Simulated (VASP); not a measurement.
# Sn3Se (Immm) in VASP: single point with PBEsol

Aim: the single point of Sn3Se with PBEsol.

All numbers are computed with VASP 6.6.1; they aren't measurements. Logs are shortened: lines on timing, memory, paths and dates and some standing lists are left out, and cuts for length are marked.

## 1. The cell of the first run

It takes space group Immm (No. 71, orthorhombic). Conventional cell: a = 5.128 Å, b = 5.219 Å, c = 7.316 Å, α = 90.00°, β = 90.00°, γ = 90.00°. Sn (site symmetry mm2) has 10 Sn at 3.15 to 3.66 Å and 4 Se at 3.15 to 3.19 Å within 4.1 Å. Sn (site symmetry mmm) has 8 Sn at 3.15 to 3.19 Å and 6 Se at 3.66 Å within 4.1 Å. Se (site symmetry mmm) has 14 Sn at 3.15 to 3.66 Å within 4.1 Å.

## 2. Single point, PBEsol (strain +0.0175 x Voigt [0, 0, 0, 1, 0, 0])

Input file INCAR:

```
ALGO = Normal ; EDIFF = 1E-6
ENCUT = 520 ; GGA = PS
ISIF = 2 ; ISMEAR = 0
LASPH = T ; LCHARG = F
LREAL = F ; LWAVE = F
NBANDS = 32 ; NELM = 100
PREC = Accurate ; SIGMA = 0.15
```

Input file KPOINTS:

```
k-points
0
Gamma
  12 12 12
```

Input file POSCAR:

```
Sn3Se
1.0
    0.0000000000      3.6901945975      3.6901945975
    3.6581854746      0.0320091229      3.6581854746
    3.6581854746      3.6581854746      0.0320091229
Sn Se
3 1
Direct
    0.2500000000      0.2500000000      0.2500000000
    0.7500000000      0.7500000000      0.7500000000
    0.5000000000      0.5000000000      0.5000000000
    0.0000000000      0.0000000000      0.0000000000
```

Potentials or basis: VASP PAW PBE potentials, release 64 (Sn_d, Se).

On the command line:

```console
> cat potpaw_PBE.64/Sn_d/POTCAR potpaw_PBE.64/Se/POTCAR > POTCAR
> mpirun -np 1 vasp_std > vasp.out
```

OUTCAR:

```text
EDIFF = 1E-6
   ENCUT = 520
   GGA = PS
   ISIF = 2
   ISMEAR = 0
   LASPH = T
   LREAL = F
   NELM = 100
   PREC = Accurate

 ion  position               nearest neighbor table
   1  0.250  0.250  0.250-   4 3.15   3 3.15   3 3.15   4 3.15   3 3.19   4 3.19   4 3.19   3 3.19
                             2 3.66   2 3.66   2 3.66   2 3.66   2 3.66   2 3.66
   2  0.750  0.750  0.750-   3 3.15   4 3.15   4 3.15   3 3.15   3 3.19   4 3.19   3 3.19   4 3.19
                             1 3.66   1 3.66   1 3.66   1 3.66   1 3.66   1 3.66
   3  0.500  0.500  0.500-   1 3.15   2 3.15   2 3.15   1 3.15   1 3.19   2 3.19   1 3.19   2 3.19

   4  0.000  0.000  0.000-   2 3.15   1 3.15   1 3.15   2 3.15   1 3.19   2 3.19   2 3.19   1 3.19

  LATTYP: Found a body centered orthorhombic cell.
 ALAT       =     5.1281877761
 B/A-ratio  =     1.0176544767
 C/A-ratio  =     1.4266971625

  Lattice vectors:

 A1 = (  -3.6581854746,   3.6581854746,   0.0320091229)
 A2 = (  -3.6581854746,  -3.6581854746,  -0.0320091229)
 A3 = (   3.6581854746,   0.0320091229,   3.6581854746)

Analysis of symmetry for initial positions (statically):
=====================================================================
 Subroutine PRICEL returns:
 Original cell was already a primitive cell.

 Routine SETGRP: Setting up the symmetry group for a
 body centered orthorhombic supercell.

 Subroutine GETGRP returns: Found  8 space group operations
 (whereof  8 operations were pure point group operations)
 out of a pool of  8 trial point group operations.

The static configuration has the point symmetry D_2h.

Analysis of symmetry for dynamics (positions and initial velocities):
=====================================================================
 Subroutine PRICEL returns:
 Original cell was already a primitive cell.

 Routine SETGRP: Setting up the symmetry group for a
 body centered orthorhombic supercell.

 Subroutine GETGRP returns: Found  8 space group operations
 (whereof  8 operations were pure point group operations)
 out of a pool of  8 trial point group operations.

The dynamic configuration has the point symmetry D_2h.

 Subroutine INISYM returns: Found  8 space group operations
 (whereof  8 operations are pure point group operations),
 and found     1 'primitive' translations

----------------------------------------------------------------------------------------

                                     Primitive cell

  volume of cell :      97.9025

  direct lattice vectors                    reciprocal lattice vectors
     0.000000000  3.690194598  3.690194598    -0.136679784  0.135494210  0.135494210
     3.658185475  0.032009123  3.658185475     0.136679784 -0.137886289  0.137886289
     3.658185475  3.658185475  0.032009123     0.136679784  0.137886289 -0.137886289

  length of vectors
     5.218723248  5.173554534  5.173554534     0.235369337  0.238131520  0.238131520

  position of ions in fractional coordinates (direct lattice)
     0.250000000  0.250000000  0.250000000
     0.750000000  0.750000000  0.750000000
     0.500000000  0.500000000  0.500000000
     0.000000000  0.000000000  0.000000000

  ion indices of the primitive-cell ions
   primitive index   ion index
                 1           1
                 2           2
                 3           3
                 4           4

----------------------------------------------------------------------------------------

 KPOINTS: k-points

Automatic generation of k-mesh.
 Grid dimensions read from file:
 generate k-points for:   12   12   12

 Generating k-lattice:

  Cartesian coordinates                     Fractional coordinates (reciprocal lattice)
    -0.011389982  0.011291184  0.011291184     0.083333333  0.000000000 -0.000000000
     0.011389982 -0.011490524  0.011490524     0.000000000  0.083333333  0.000000000
     0.011389982  0.011490524 -0.011490524     0.000000000  0.000000000  0.083333333

  Length of vectors
     0.019614111  0.019844293  0.019844293

  Shift w.r.t. Gamma in fractional coordinates (k-lattice)
     0.000000000  0.000000000  0.000000000

 Subroutine IBZKPT returns following result:
 ===========================================

 Found    280 irreducible k-points:

 Following reciprocal coordinates:
            Coordinates               Weight
  0.000000  0.000000  0.000000      1.000000
  0.083333  0.000000  0.000000      4.000000
  0.166667  0.000000  0.000000      4.000000
  0.250000  0.000000  0.000000      4.000000
  0.333333  0.000000  0.000000      4.000000
  0.416667 -0.000000  0.000000      4.000000
[... 16 lines left out ...]
  0.250000  0.166667  0.000000      8.000000
  0.333333  0.166667 -0.000000      8.000000
 [... further k-points ...]
   k-points           NKPTS =    280   k-points in BZ     NKDIM =    280   number of bands    NBANDS=     32
   number of dos      NEDOS =    301   number of ions     NIONS =      4
   total plane-waves  NPLWV =  64000
   dimension x,y,z NGX =    40 NGY =   40 NGZ =   40
   dimension x,y,z NGXF=    80 NGYF=   80 NGZF=   80
   ions per type =               3   1
   NGX,Y,Z   is equivalent  to a cutoff of  12.74, 12.85, 12.85 a.u.
   NGXF,Y,Z  is equivalent  to a cutoff of  25.48, 25.71, 25.71 a.u.
 SYSTEM =  unknown system
   PREC   = accura    normal or accurate (medium, high low for compatibility)
   ISTART =      0    job   : 0-new  1-cont  2-samecut
   ICHARG =      2    charge: 1-file 2-atom 10-const
   ISPIN  =      1    spin polarized calculation?
   LNONCOLLINEAR =      F non collinear calculations
   LSORBIT =      F    spin-orbit coupling
   LASPH  =      T    aspherical Exc in radial PAW
   ENCUT  =  520.0 eV  38.22 Ry    6.18 a.u.   9.70  9.62  9.62*2*pi/ulx,y,z
   NELM   =    100;   NELMIN=  2; NELMDL= -5     # of ELM steps
   EDIFF  = 0.1E-05   stopping-criterion for ELM
   LREAL  =      F    real-space projection
   EDIFFG = 0.1E-04   stopping-criterion for IOM
   NSW    =      0    number of steps for IOM
   IBRION =     -1    ionic relax: 0-MD 1-quasi-New 2-CG
   NFREE  =      0    steps in history (QN), initial steepest desc. (CG)
   ISIF   =      2    stress and relaxation
   ISYM   =      2    0-nonsym 1-usesym 2-fastsym
   POTIM  = 0.5000    time-step for ionic-motion
   TEBEG  =    0.0;   TEEND  =   0.0 temperature during run
   PSTRESS=    0.0 pullay stress
   NELECT =      48.0000    total number of electrons
   NUPDOWN=      -1.0000    fix difference up-down
   EMIN   =  10.00;   EMAX   =-10.00  energy-range for DOS
   EFERMI =   0.00;   METHOD = LEGACY
   ISMEAR =     0;   SIGMA  =   0.15  broadening in eV -4-tet -1-fermi 0-gaus
   EFERMI_NEDOS =   21; number of points for ismear=-14 and -15
   IALGO  =     38    algorithm
   IMIX   =      4    mixing-type and parameters
     AMIX     =   0.40;   BMIX     =  1.00
     AMIX_MAG =   1.60;   BMIX_MAG =  1.00
  volume/ion in A,a.u.               =      24.48       165.17
  Fermi-wavevector in a.u.,A,eV,Ry     =   1.290894  2.439436 22.672851  1.666408
  Thomas-Fermi vector in A             =   2.422698
   LORBIT       =      0    0 simple, 1 ext, 2 COOP (PROOUT), +10 PAW based schemes
   GGA     = PS    functional components
   LHFCALC =     F    Hartree Fock is set to
   AEXX    =    0.0000 exact exchange contribution
   IVDW    =     0    specifies the selected vdW correction
   LEPSILON=     F    determine dielectric tensor
   LRPA    =     F    only Hartree local field effects (RPA)
 non-spin polarized calculation
 Gauss-broadening in eV      SIGMA  =   0.15
  energy-cutoff  :      520.00
  volume of cell :       97.90
 maximum number of plane-waves:      2681
   NGX = 19   NGY = 19   NGZ = 19

 number of electron      47.9999984 magnetization

 Free energy of the ion-electron system (eV)
  ---------------------------------------------------
  ext. energy  EPLUGINS =         0.00000000
  ---------------------------------------------------
  free energy    TOTEN  =       -16.69264789 eV

  energy without entropy =      -16.66546597  energy(sigma->0) =      -16.67905693

 E-fermi :   7.7680     XC(G=0): -10.7205

 val. band max:        7.7615879520   @ k =   0.0000   0.2500   0.1667
 cond. band min:       7.7692882466   @ k =  -0.3333   0.3333   0.1667
 fundamental gap:      0.0077002946
 Fermi energy:         7.7680462728

 k-point     1 :       0.0000    0.0000    0.0000
  band No.  band energies     occupation
      1     -13.6943      2.00000
      2     -13.6943      2.00000
      3     -13.6550      2.00000
      4     -13.6490      2.00000
      5     -13.6489      2.00000
      6     -13.6488      2.00000
[... 24 lines left out ...]
     31      14.6668      0.00000
     32      14.8212      0.00000

 k-point     2 :       0.0833    0.0000    0.0000
  band No.  band energies     occupation
      1     -13.6918      2.00000
      2     -13.6917      2.00000
      3     -13.6607      2.00000
      4     -13.6601      2.00000
      5     -13.6551      2.00000
      6     -13.6437      2.00000
[... 24 lines left out ...]
     31      14.2367      0.00000
     32      14.6807      0.00000

 k-point     3 :       0.1667    0.0000    0.0000
  band No.  band energies     occupation
      1     -13.6845      2.00000
      2     -13.6843      2.00000
      3     -13.6686      2.00000
      4     -13.6686      2.00000
      5     -13.6629      2.00000
      6     -13.6372      2.00000
[... 24 lines left out ...]
     31      13.1878      0.00000
     32      14.3430      0.00000

 k-point     4 :       0.2500    0.0000    0.0000
  band No.  band energies     occupation
      1     -13.6767      2.00000
      2     -13.6733      2.00000
      3     -13.6723      2.00000
      4     -13.6717      2.00000
      5     -13.6698      2.00000
      6     -13.6317      2.00000
[... 24 lines left out ...]
     31      13.2291      0.00000
     32      13.9945      0.00000

 k-point     5 :       0.3333    0.0000    0.0000
  band No.  band energies     occupation
      1     -13.6826      2.00000
      2     -13.6764      2.00000
      3     -13.6684      2.00000
      4     -13.6586      2.00000
      5     -13.6580      2.00000
      6     -13.6275      2.00000
[... 584 lines left out ...]
     31      13.6616      0.00000
     32      14.2442      0.00000

 k-point    22 :       0.1667    0.1667   -0.0000
  band No.  band energies     occupation
      1     -13.6882      2.00000
      2     -13.6763      2.00000
      3     -13.6758      2.00000
      4     -13.6745      2.00000
      5     -13.6519      2.00000
      6     -13.6406      2.00000
[... 24 lines left out ...]
     31      13.8900      0.00000
     32      13.9112      0.00000

 k-point    23 :       0.2500    0.1667    0.0000
  band No.  band energies     occupation
      1     -13.6839      2.00000
      2     -13.6806      2.00000
      3     -13.6785      2.00000
      4     -13.6674      2.00000
      5     -13.6496      2.00000
      6     -13.6437      2.00000
[... 24 lines left out ...]
     31      13.3645      0.00000
     32      13.7913      0.00000

 k-point    24 :       0.3333    0.1667   -0.0000
  band No.  band energies     occupation
      1     -13.6846      2.00000
      2     -13.6821      2.00000
      3     -13.6735      2.00000
      4     -13.6584      2.00000
      5     -13.6502      2.00000
      6     -13.6411      2.00000
[... 24 lines left out ...]
     31      13.2381      0.00000
     32      13.7791      0.00000

 [... further k-points ...]

------------------------ aborting loop because EDIFF is reached ----------------------------------------

  FORCE on cell =-STRESS in cart. coord.  units (eV):
  Direction    XX          YY          ZZ          XY          YZ          ZX
  --------------------------------------------------------------------------------------
  -------------------------------------------------------------------------------------
  Total        0.0976701      0.0787796      0.0787796      0.0000000     -0.1434718      0.0000000
  in kB        1.5983735      1.2892299      1.2892299      0.0000000     -2.3479194      0.0000000
  external PRESSURE =       1.3922778 kB  Pullay stress =       0.0000000 kB

 VOLUME and BASIS-vectors are now :
 -----------------------------------------------------------------------------
  energy-cutoff  :      520.00
  volume of cell :       97.90
      direct lattice vectors                 reciprocal lattice vectors
     0.000000000  3.690194598  3.690194598    -0.136679784  0.135494210  0.135494210
     3.658185475  0.032009123  3.658185475     0.136679784 -0.137886289  0.137886289
     3.658185475  3.658185475  0.032009123     0.136679784  0.137886289 -0.137886289

 POSITION                                       TOTAL-FORCE (eV/Angst)
 -----------------------------------------------------------------------------------
      1.82909      1.84510      1.84510         0.044200     -0.000000     -0.000000
      5.48728      5.53529      5.53529        -0.044200     -0.000000      0.000000
      3.65819      3.69019      3.69019         0.000000      0.000000      0.000000
      0.00000      0.00000      0.00000        -0.000000     -0.000000      0.000000
 -----------------------------------------------------------------------------------
    total drift:                               -0.000000     -0.000000      0.000000

  FREE ENERGIE OF THE ION-ELECTRON SYSTEM (eV)
  ---------------------------------------------------
  free  energy   TOTEN  =       -16.6926478933 eV

  energy  without entropy=      -16.6654659720  energy(sigma->0) =      -16.67905693
```

Wall time 11 min (1 thread of AMD EPYC 7R13 (Zen 3), shared host); peak memory 0.75 GiB.

Results:

```yaml
Free_energy: -16.6926 eV
Pressure: 0.1 GPa
Largest_force: 0.044 eV/Å
Band_gap_on_the_k_mesh: zero (bands 24 and 25 overlap by 2.33 eV)
```

Forces in eV/Å, atoms in the order of the input:
```
Sn   0.044  0.000  0.000
Sn  -0.044  0.000  0.000
Sn   0.000  0.000  0.000
Se   0.000  0.000  0.000
```

Caveat: the cell differs from its parent crystal (strain +0.0175 x Voigt [0, 0, 0, 1, 0, 0]); the PAW data sets were made with another functional, which shifts forces and pressure a little; spin-orbit coupling is left out, which moves the levels of the heavy elements.
